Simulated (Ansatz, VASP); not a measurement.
**Two plane-wave programs on Cr**

```
Cr
1.0
    -0.01743    1.81563    1.81066
     1.83101   -0.01704    1.81027
     1.85590    1.84013   -0.04193
Cr
1
Direct
  0.00000 0.00000 0.00000
```

Alike in both runs: task single point; functional PBE; k mesh 10 × 10 × 10; occupations fermi-dirac, width 0.05 eV; collinear spin; fixed moment 1.5 μB.

|  | VASP | Ansatz |
| --- | --- | --- |
| version | VASP 6.6.1 | Ansatz 0.2.0 |
| potentials or method | VASP PAW PBE potentials, release 64 (Cr_sv) | Ansatz PAW |
| plane-wave cutoff (eV) | 700 | 420 |
| valence electrons in the cell | 14 | 14 |

```csv
,VASP,Ansatz,Ansatz less VASP
pressure (GPa),-0.4,0.3,+0.73
"traceless stress, the component that is largest in VASP (GPa)",3.00,3.01,+0.011
net moment per atom (μB),1.50,1.50,0.000
size of the moment on the site where the two differ most (μB),1.26,1.35,+0.088
```

Site moments also hang on the region over which each program counts them.
